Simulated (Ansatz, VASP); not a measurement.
## MgO in VASP and in Ansatz

```xyz
2
Lattice="0.0000 2.1269 2.1269 2.1269 0.0000 2.1269 2.1269 2.1269 0.0000" Properties=species:S:1:pos:R:3 pbc="T T T"
Mg    0.0000    0.0000    0.0000
O     2.1269    2.1269    2.1269
```

Alike in both runs: task single point; functional r2SCAN; k mesh 10 × 10 × 10; occupations gaussian, width 0.02 eV; no spin polarisation.

```csv
,VASP,Ansatz
version,VASP 6.6.1,Ansatz 0.2.0
potentials or method,"VASP PAW PBE potentials, release 64 (Mg_sv, O), cutoff 660 eV","scalar-relativistic, plane waves, PAW"
valence electrons in the cell,16,16
```

Ansatz gave:

| Property | Result |
| --- | --- |
| gap on the k mesh at the Fermi level (eV) | 5.34 |
| least direct gap on the mesh (eV) | 5.34 |
| pressure (GPa) | -5.4 |

Estimate VASP's values.

gap on the k mesh at the Fermi level (eV): 5.37; least direct gap on the mesh (eV): 5.37; pressure (GPa): -5.5.

VASP's potentials were made for PBE, not for r2SCAN.
